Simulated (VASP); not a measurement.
Set up this calculation in VASP 6.6.1, as the native input.

- Task: single point
- Functional: PBE
- Potentials or basis: VASP PAW PBE potentials, release 64 (Co, O)
- Cutoff: 520 eV
- k mesh: 12 × 12 × 12
- Occupations: methfessel-paxton, width 0.05 eV
- Spin: collinear spin, ferromagnetic start
- Starting moments: [2.0, 0.0] μB
- Dipole correction: no
- Further INCAR settings: ALGO = Normal; EDIFF = 1e-06; NBANDS = 18

The structure of CoO lies in POSCAR:

```
CoO
1.0
    0.0000000000      2.1315000000      2.1315000000
    2.1315000000      0.0000000000      2.1315000000
    2.1315000000      2.1315000000      0.0000000000
Co O
1 1
Direct
    0.0000000000      0.0000000000      0.0000000000
    0.5000000000      0.5000000000      0.5000000000
```

One way to write it, as run:

INCAR

```
SYSTEM = CoO
ALGO = Normal
EDIFF = 1E-6
ENCUT = 520
GGA = PE
ISIF = 2
ISMEAR = 1
ISPIN = 2
LASPH = .True.
LCHARG = .False.
LMAXMIX = 4
LORBIT = 11
LREAL = .False.
LWAVE = .False.
MAGMOM = 2 0
NBANDS = 18
NELM = 150
PREC = Accurate
SIGMA = 0.05
```

KPOINTS

```
k-points
0
Gamma
  12 12 12
  0 0 0
```

Potentials or basis: VASP PAW PBE potentials, release 64 (Co, O).

Command:

```console
$ cat potpaw_PBE.64/Co/POTCAR potpaw_PBE.64/O/POTCAR > POTCAR
$ mpirun -np 1 vasp_std > vasp.out
```

It gave:

```json
{
 "Pressure": "-2.3 GPa",
 "Net moment": "2.95 μB per cell",
 "Site moments": "Co +2.58; O +0.31 μB",
 "Valence electrons inside the program's atomic spheres": "Co 7.79; O 4.98"
}
```

Caveat: a cell with one magnetic atom can't hold antiferromagnetic order, which such compounds often take.

It took 65 s on 1 thread of Intel Xeon 8259CL (shared host), peak memory 0.17 GiB.
